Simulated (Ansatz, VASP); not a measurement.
**BaS in VASP and in Ansatz**

INCAR

```
ALGO     = Normal         # electronic algorithm
EDIFF    = 1E-6           # SCF threshold, eV
ENCUT    = 520            # plane-wave cutoff, eV
ISIF     = 2              # what is computed and relaxed
ISMEAR   = -1             # smearing method
LASPH    = True           # aspherical terms in the spheres
LCHARG   = False          # write CHGCAR
LREAL    = False          # projectors in reciprocal space
LWAVE    = False          # write WAVECAR
NBANDS   = 15             # bands
NELM     = 80             # most SCF steps
PREC     = Accurate       # precision mode
SIGMA    = 0.01           # smearing width, eV
```

The input KPOINTS:

```
k-points
0
Gamma
  7 7 7
```

POSCAR

```
BaS
1.0
    0.0638750000      3.2256875000      3.2256875000
    3.2256875000      0.0638750000      3.2256875000
    3.2256875000      3.2256875000      0.0638750000
Ba S
1 1
Direct
    0.0000000000      0.0000000000      0.0000000000
    0.5000000000      0.5000000000      0.5000000000
```

Input for Ansatz:

```yaml
crystal:
  lattice:
    - [0.063875, 3.2256875, 3.2256875]
    - [3.2256875, 0.063875, 3.2256875]
    - [3.2256875, 3.2256875, 0.063875]
  atoms:
    - { symbol: Ba, position: [0.0, 0.0, 0.0] }
    - { symbol: S, position: [0.5, 0.5, 0.5] }
kpoints:
  mp_grid: { grid: [7, 7, 7] }
  band_path:
    path:
      - [0.0, 0.0, 0.0]
      - [0.5, 0.5, 0.5]
      - [0.2451701269, 0.5, 0.7548298731]
      - [-0.2451701269, 0.2451701269, 0.5]
      - [0.0, 0.0, 0.5]
      - [0.0, 0.0, 0.0]
      - [-0.3725850634, 0.0, 0.3725850634]
      - [0.0, 0.3725850634, 0.6274149366]
      - [0.0, 0.5, 0.5]
    npoints: 5
scf:
  occupations: { method: fermi_dirac, width: 0.01 }
hamiltonian:
  xc: lda
  pseudopotentials: { kind: all_electron, lapw: { basis_error: 0.00025 } }
output:
  forces: true
  stress: true
  eigenvalues: true
```

Change from the starting cell: equal xy, yz and zx shear strains of +2 %.

Alike in both runs: task single point; functional LDA; k mesh 7 × 7 × 7; occupations fermi-dirac, width 0.01 eV; no spin polarisation.

|  | VASP | Ansatz |
| --- | --- | --- |
| version | VASP 6.6.1 | Ansatz 0.2.0 |
| potentials or method | VASP PAW LDA potentials, release 64 (Ba_sv, S), cutoff 520 eV | all-electron LAPW, scalar-relativistic |

Ansatz gave:

```
gap on the k mesh at the Fermi level (eV)                     : 2.04
pressure (GPa)                                                : -2.5
traceless stress, the component that is largest in VASP (GPa) : -0.41
```

Question: What did VASP give for the same quantities?

Answer: gap on the k mesh at the Fermi level (eV): 1.93; pressure (GPa): -1.9; traceless stress, the component that is largest in VASP (GPa): -0.41.

LDA's correlation is that of Perdew and Zunger in VASP and of Perdew and Wang (1992) in Ansatz. Ansatz ran all-electron here, and VASP with PAW potentials.

Neither program's run includes spin-orbit coupling.
